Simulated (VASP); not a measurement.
Write the native input for VASP 6.6.1 that does the following.

```
Task                   : single point
Functional             : PBEsol
Potentials or basis    : VASP PAW PBE potentials, release 64 (Ta_pv)
Cutoff                 : 520 eV
k mesh                 : 28 × 28 × 28
Occupations            : gaussian, width 0.15 eV
Spin                   : no spin polarisation
Dipole correction      : no
Further INCAR settings : ALGO = Fast; EDIFF = 1e-06; NBANDS = 12
```

The structure of Ta lies in POSCAR:

```
Ta
1.0
   -1.7818908468      1.7818908468      1.3898748605
    1.7818908468     -1.7818908468      1.3898748605
    1.7818908468      1.7818908468     -1.3898748605
Ta
1
Direct
    0.0000000000      0.0000000000      0.0000000000
```

This cell differs from its parent crystal: ratio of the length along z to the lengths across it x 0.78, volume and fractional coordinates fixed.

These files were run (other wordings do the same):

INCAR

```
  PREC = Accurate
  ENCUT = 520
  EDIFF = 1E-6
  ISMEAR = 0
  SIGMA = 0.15
  LREAL = F
  LASPH = T
  NELM = 100
  ALGO = Fast
  ISIF = 2
  LWAVE = F
  LCHARG = F
  GGA = PS
  NBANDS = 12
```

KPOINTS

```
regular mesh
0
Gamma
  28 28 28
```

Potentials or basis: VASP PAW PBE potentials, release 64 (Ta_pv).

The run is started by

```console
$ cat potpaw_PBE.64/Ta_pv/POTCAR > POTCAR
$ mpirun -np 1 vasp_std > vasp.out
```

It gave:

The pressure is 5.9 GPa and the band gap on the k mesh is zero (an odd number of electrons rules out a gap without spin polarisation).

Caveat: the stress differs along the axes, from -4 to 25 GPa; the PAW data sets were made with another functional, which shifts forces and pressure a little; spin-orbit coupling is left out, which moves the levels of the heavy elements.

Wall time 8.2 min on 1 thread of Intel Xeon 8259CL, with other jobs on the host, peak memory 0.43 GiB.
